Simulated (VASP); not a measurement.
# Rh (Fm-3m) in VASP: notebook

The runs below take Rh through single point, relaxation of cell and atoms, with LDA.

Program: VASP 6.6.1. These are calculated values, not measurements. Logs are shortened: lines on timing, memory, paths and dates and some standing lists are left out, and cuts for length are marked.

## (1) The cell of the first run

Symmetry: Fm-3m, No. 225, cubic system. Conventional cell: a = 3.753 Å, b = 3.753 Å, c = 3.753 Å, α = 90.00°, β = 90.00°, γ = 90.00°. Rh (site symmetry m-3m) has 12 Rh at 2.65 Å within 3.5 Å.

## (2) Single point, LDA

The input, INCAR:

```
SYSTEM = Rh
ALGO = Normal ; EDIFF = 1E-6
ENCUT = 520 ; ISIF = 2
ISMEAR = 0 ; LASPH = .True.
LCHARG = .False. ; LREAL = .False.
LWAVE = .False. ; NBANDS = 14
NELM = 80 ; PREC = Accurate
SIGMA = 0.05
```

The input, KPOINTS:

```
k-points
0
Gamma
  10 10 10
  0 0 0
```

The input, POSCAR:

```
Rh
1.0
    0.0000000000      1.8767324928      1.8767324928
    1.8767324928      0.0000000000      1.8767324928
    1.8767324928      1.8767324928      0.0000000000
Rh
1
Direct
    0.0000000000      0.0000000000      0.0000000000
```

Potentials or basis: VASP PAW LDA potentials, release 64 (Rh_pv).

Run with:

```console
> cat potpaw_LDA.64/Rh_pv/POTCAR > POTCAR
> mpirun -np 1 vasp_std > vasp.out
```

OUTCAR:

```text
SYSTEM = Rh
   EDIFF = 1E-6
   ENCUT = 520
   ISIF = 2
   ISMEAR = 0
   LASPH = .True.
   LREAL = .False.
   NELM = 80
   PREC = Accurate

 ion  position               nearest neighbor table
   1  0.000  0.000  0.000-

  LATTYP: Found a face centered cubic cell.
 ALAT       =     3.7534649856

  Lattice vectors:

 A1 = (   0.0000000000,   1.8767324928,   1.8767324928)
 A2 = (   1.8767324928,   0.0000000000,   1.8767324928)
 A3 = (   1.8767324928,   1.8767324928,   0.0000000000)

Analysis of symmetry for initial positions (statically):
=====================================================================
 Subroutine PRICEL returns:
 Original cell was already a primitive cell.

 Routine SETGRP: Setting up the symmetry group for a
 face centered cubic supercell.

 Subroutine GETGRP returns: Found 48 space group operations
 (whereof 48 operations were pure point group operations)
 out of a pool of 48 trial point group operations.

The static configuration has the point symmetry O_h .

Analysis of symmetry for dynamics (positions and initial velocities):
=====================================================================
 Subroutine PRICEL returns:
 Original cell was already a primitive cell.

 Routine SETGRP: Setting up the symmetry group for a
 face centered cubic supercell.

 Subroutine GETGRP returns: Found 48 space group operations
 (whereof 48 operations were pure point group operations)
 out of a pool of 48 trial point group operations.

The dynamic configuration has the point symmetry O_h .

 Subroutine INISYM returns: Found 48 space group operations
 (whereof 48 operations are pure point group operations),
 and found     1 'primitive' translations

----------------------------------------------------------------------------------------

                                     Primitive cell

  volume of cell :      13.2202

  direct lattice vectors                    reciprocal lattice vectors
     0.000000000  1.876732493  1.876732493    -0.266420495  0.266420495  0.266420495
     1.876732493  0.000000000  1.876732493     0.266420495 -0.266420495  0.266420495
     1.876732493  1.876732493  0.000000000     0.266420495  0.266420495 -0.266420495

  length of vectors
     2.654100544  2.654100544  2.654100544     0.461453834  0.461453834  0.461453834

  position of ions in fractional coordinates (direct lattice)
     0.000000000  0.000000000  0.000000000

  ion indices of the primitive-cell ions
   primitive index   ion index
                 1           1

----------------------------------------------------------------------------------------

 KPOINTS: k-points

Automatic generation of k-mesh.
 Grid dimensions read from file:
 generate k-points for:   10   10   10

 Generating k-lattice:

  Cartesian coordinates                     Fractional coordinates (reciprocal lattice)
    -0.026642050  0.026642050  0.026642050     0.100000000  0.000000000  0.000000000
     0.026642050 -0.026642050  0.026642050     0.000000000  0.100000000  0.000000000
     0.026642050  0.026642050 -0.026642050     0.000000000  0.000000000  0.100000000

  Length of vectors
     0.046145383  0.046145383  0.046145383

  Shift w.r.t. Gamma in fractional coordinates (k-lattice)
     0.000000000  0.000000000  0.000000000

 Subroutine IBZKPT returns following result:
 ===========================================

 Found     47 irreducible k-points:

 Following reciprocal coordinates:
            Coordinates               Weight
  0.000000  0.000000  0.000000      1.000000
  0.100000  0.000000  0.000000      8.000000
  0.200000  0.000000  0.000000      8.000000
  0.300000  0.000000  0.000000      8.000000
  0.400000  0.000000  0.000000      8.000000
  0.500000  0.000000  0.000000      4.000000
[... 16 lines left out ...]
  0.300000  0.300000  0.000000      6.000000
  0.400000  0.300000  0.000000     24.000000
 [... further k-points ...]
   k-points           NKPTS =     47   k-points in BZ     NKDIM =     47   number of bands    NBANDS=     14
   number of dos      NEDOS =    301   number of ions     NIONS =      1
   total plane-waves  NPLWV =   8000
   dimension x,y,z NGX =    20 NGY =   20 NGZ =   20
   dimension x,y,z NGXF=    40 NGYF=   40 NGZF=   40
   ions per type =               1
   NGX,Y,Z   is equivalent  to a cutoff of  12.53, 12.53, 12.53 a.u.
   NGXF,Y,Z  is equivalent  to a cutoff of  25.05, 25.05, 25.05 a.u.
 SYSTEM =  Rh
   PREC   = accura    normal or accurate (medium, high low for compatibility)
   ISTART =      0    job   : 0-new  1-cont  2-samecut
   ICHARG =      2    charge: 1-file 2-atom 10-const
   ISPIN  =      1    spin polarized calculation?
   LNONCOLLINEAR =      F non collinear calculations
   LSORBIT =      F    spin-orbit coupling
   LASPH  =      T    aspherical Exc in radial PAW
   ENCUT  =  520.0 eV  38.22 Ry    6.18 a.u.   4.93  4.93  4.93*2*pi/ulx,y,z
   NELM   =     80;   NELMIN=  2; NELMDL= -5     # of ELM steps
   EDIFF  = 0.1E-05   stopping-criterion for ELM
   LREAL  =      F    real-space projection
   EDIFFG = 0.1E-04   stopping-criterion for IOM
   NSW    =      0    number of steps for IOM
   IBRION =     -1    ionic relax: 0-MD 1-quasi-New 2-CG
   NFREE  =      0    steps in history (QN), initial steepest desc. (CG)
   ISIF   =      2    stress and relaxation
   ISYM   =      2    0-nonsym 1-usesym 2-fastsym
   POTIM  = 0.5000    time-step for ionic-motion
   TEBEG  =    0.0;   TEEND  =   0.0 temperature during run
   PSTRESS=    0.0 pullay stress
   NELECT =      15.0000    total number of electrons
   NUPDOWN=      -1.0000    fix difference up-down
   EMIN   =  10.00;   EMAX   =-10.00  energy-range for DOS
   EFERMI =   0.00;   METHOD = LEGACY
   ISMEAR =     0;   SIGMA  =   0.05  broadening in eV -4-tet -1-fermi 0-gaus
   EFERMI_NEDOS =   21; number of points for ismear=-14 and -15
   IALGO  =     38    algorithm
   IMIX   =      4    mixing-type and parameters
     AMIX     =   0.40;   BMIX     =  1.00
     AMIX_MAG =   1.60;   BMIX_MAG =  1.00
  volume/ion in A,a.u.               =      13.22        89.21
  Fermi-wavevector in a.u.,A,eV,Ry     =   1.707495  3.226698 39.668338  2.915541
  Thomas-Fermi vector in A             =   2.786337
   LORBIT       =      0    0 simple, 1 ext, 2 COOP (PROOUT), +10 PAW based schemes
   GGA     = CA    functional components
   LHFCALC =     F    Hartree Fock is set to
   AEXX    =    0.0000 exact exchange contribution
   IVDW    =     0    specifies the selected vdW correction
   LEPSILON=     F    determine dielectric tensor
   LRPA    =     F    only Hartree local field effects (RPA)
 non-spin polarized calculation
 Gauss-broadening in eV      SIGMA  =   0.05
  energy-cutoff  :      520.00
  volume of cell :       13.22
 maximum number of plane-waves:       368
   NGX =  9   NGY =  9   NGZ =  9

 number of electron      15.0000002 magnetization

 Free energy of the ion-electron system (eV)
  ---------------------------------------------------
  ext. energy  EPLUGINS =         0.00000000
  ---------------------------------------------------
  free energy    TOTEN  =        -8.69295040 eV

  energy without entropy =       -8.69119586  energy(sigma->0) =       -8.69207313

 E-fermi :  12.4941     XC(G=0): -14.6032

 val. band max:       12.4935372509   @ k =   0.5000   0.4000   0.1000
 cond. band min:      12.4978557335   @ k =  -0.4000   0.5000   0.1000
 fundamental gap:      0.0043184826
 Fermi energy:        12.4941264219

 k-point     1 :       0.0000    0.0000    0.0000
  band No.  band energies     occupation
      1     -33.7864      2.00000
      2     -33.7864      2.00000
      3     -33.7864      2.00000
      4       4.1302      2.00000
      5       9.1434      2.00000
      6       9.1434      2.00000
      7       9.1434      2.00000
      8      11.4062      2.00000
      9      11.4062      2.00000
     10      28.3594      0.00000
     11      32.6788      0.00000
     12      33.9928      0.00000
     13      33.9928      0.00000
     14      33.9928      0.00000

 k-point     2 :       0.1000    0.0000    0.0000
  band No.  band energies     occupation
      1     -33.8709      2.00000
      2     -33.7977      2.00000
      3     -33.7977      2.00000
      4       4.5403      2.00000
      5       8.9683      2.00000
      6       9.3002      2.00000
      7       9.3002      2.00000
      8      11.3229      2.00000
      9      11.3229      2.00000
     10      28.9629      0.00000
     11      32.1669      0.00000
     12      32.6825      0.00000
     13      34.6177      0.00000
     14      34.6177      0.00000

 k-point     3 :       0.2000    0.0000    0.0000
  band No.  band energies     occupation
      1     -34.0891      2.00000
      2     -33.8271      2.00000
      3     -33.8271      2.00000
      4       5.5304      2.00000
      5       8.7846      2.00000
      6       9.5415      2.00000
      7       9.5415      2.00000
      8      11.3435      2.00000
      9      11.3435      2.00000
     10      29.2602      0.00000
     11      30.0772      0.00000
     12      32.6796      0.00000
     13      36.2954      0.00000
     14      36.2954      0.00000
[... 324 lines left out ...]
 k-point    23 :       0.3000    0.3000    0.0000
  band No.  band energies     occupation
      1     -34.3254      2.00000
      2     -33.9916      2.00000
      3     -33.9916      2.00000
      4       6.5764      2.00000
      5       6.9888      2.00000
      6      11.1431      2.00000
      7      11.5410      2.00000
      8      11.5410      2.00000
      9      12.4413      1.86493
     10      30.0180      0.00000
     11      30.0180      0.00000
     12      30.4289      0.00000
     13      32.6730      0.00000
     14      33.8606      0.00000

 k-point    24 :       0.4000    0.3000    0.0000
  band No.  band energies     occupation
      1     -34.4379      2.00000
      2     -34.0536      2.00000
      3     -34.0266      2.00000
      4       6.4938      2.00000
      5       6.8153      2.00000
      6      10.8988      2.00000
      7      11.7206      2.00000
      8      12.9827      0.00000
      9      13.8858      0.00000
     10      27.0129      0.00000
     11      28.8419      0.00000
     12      29.1102      0.00000
     13      32.6760      0.00000
     14      34.7616      0.00000

 [... further k-points ...]
[... 5 lines left out ...]
  --------------------------------------------------------------------------------------
  -------------------------------------------------------------------------------------
  Total        0.0731699      0.0731699      0.0731699      0.0000000      0.0000000      0.0000000
  in kB        8.8675910      8.8675910      8.8675910      0.0000000      0.0000000      0.0000000
  external PRESSURE =       8.8675910 kB  Pullay stress =       0.0000000 kB

 VOLUME and BASIS-vectors are now :
 -----------------------------------------------------------------------------
  energy-cutoff  :      520.00
  volume of cell :       13.22
      direct lattice vectors                 reciprocal lattice vectors
     0.000000000  1.876732493  1.876732493    -0.266420495  0.266420495  0.266420495
     1.876732493  0.000000000  1.876732493     0.266420495 -0.266420495  0.266420495
     1.876732493  1.876732493  0.000000000     0.266420495  0.266420495 -0.266420495

 POSITION                                       TOTAL-FORCE (eV/Angst)
 -----------------------------------------------------------------------------------
      0.00000      0.00000      0.00000        -0.000000     -0.000000      0.000000
 -----------------------------------------------------------------------------------
    total drift:                                0.000000      0.000000      0.000000

  FREE ENERGIE OF THE ION-ELECTRON SYSTEM (eV)
  ---------------------------------------------------
  free  energy   TOTEN  =        -8.6929504035 eV

  energy  without entropy=       -8.6911958612  energy(sigma->0) =       -8.69207313
```

Wall time 4.8 s (1 thread of Intel Xeon Platinum 8488C (Sapphire Rapids), shared host); peak memory 0.12 GiB.

Results:

| Item | Value |
| --- | --- |
| Free energy | -8.6930 eV |
| Pressure | 0.9 GPa |

## (3) Relaxation of cell and atoms, LDA

This run uses another cell than the first one, of 13.67 Å³/atom, 1.034 times its volume.

The input, INCAR:

```
SYSTEM = Rh
PREC     = Accurate       ! precision mode
ENCUT    = 600            ! plane-wave cutoff, eV
EDIFF    = 1E-6           ! SCF threshold, eV
ISMEAR   = 0              ! smearing method
SIGMA    = 0.05           ! smearing width, eV
LREAL    = .False.        ! projectors in reciprocal space
LASPH    = .True.         ! aspherical terms in the spheres
NELM     = 60             ! most SCF steps
ALGO     = Normal         ! electronic algorithm
ISIF     = 3              ! what is computed and relaxed
LWAVE    = .False.        ! write WAVECAR
LCHARG   = .False.        ! write CHGCAR
IBRION   = 2              ! ionic algorithm
NSW      = 80             ! ionic steps
EDIFFG   = -0.02          ! ionic threshold
```

The input, KPOINTS:

```
Automatic mesh
0
Gamma
  10 10 10
  0 0 0
```

The input, POSCAR:

```
Rh
1.0
    0.0000000000      1.8978500000      1.8978500000
    1.8978500000      0.0000000000      1.8978500000
    1.8978500000      1.8978500000      0.0000000000
Rh
1
Direct
    0.0000000000      0.0000000000      0.0000000000
```

Potentials or basis: VASP PAW LDA potentials, release 64 (Rh_pv).

Run with:

```console
> cat potpaw_LDA.64/Rh_pv/POTCAR > POTCAR
> mpirun -np 1 vasp_std > vasp.out
```

Wall time 13 s (1 thread of Intel Xeon Platinum 8488C (Sapphire Rapids), shared host); peak memory 0.14 GiB.

It converged, with:

```yaml
Free_energy: -8.6935 eV
Relaxed_volume: 13.25 Å³/atom
Relaxed_cell: a = 2.656 Å, b = 2.656 Å, c = 2.656 Å, α = 60.00°, β = 60.00°, γ = 60.00°
Space_group_after_relaxing_to_0.05_Å: Fm-3m (No. 225)
Energy_gained_by_relaxing: 12.3 meV/atom
Ionic_steps: 4
Pressure_after_relaxing: -0.1 GPa
```

Step by step:
```
step  energy change (eV)  largest force (eV/Å)  pressure (GPa)  volume (Å³)
   1              0.0000                0.0000           -9.15        13.67
   2              0.0894                0.0000           33.20        12.18
   3             -0.0123                0.0000           -0.37        13.27
   4             -0.0123                0.0000           -0.05        13.25
```

Final structure:
```
CELL_PARAMETERS angstrom
0.00000 1.87826 1.87826
1.87826 0.00000 1.87826
1.87826 1.87826 0.00000
ATOMIC_POSITIONS crystal
Rh 0.00000 0.00000 0.00000
```

Levels at points of the mesh, in eV from the Fermi level:
| k point | band 4 | band 5 | band 6 | band 7 | band 8 | band 9 | band 10 | band 11 |
| --- | --- | --- | --- | --- | --- | --- | --- | --- |
| (0.00, 0.00, 0.00) | -8.35 | -3.34 | -3.34 | -3.34 | -1.08 | -1.08 | 15.87 | 20.19 |
| (0.50, 0.00, 0.00) | -6.53 | -3.41 | -3.41 | 0.58 | 0.58 | 0.61 | 8.93 | 15.40 |
| (0.50, 0.50, 0.00) | -6.74 | -6.37 | 0.56 | 1.01 | 1.01 | 3.21 | 12.68 | 13.38 |

LDA usually gives volumes a few per cent too small. Zero-point motion and thermal expansion aren't in these numbers.
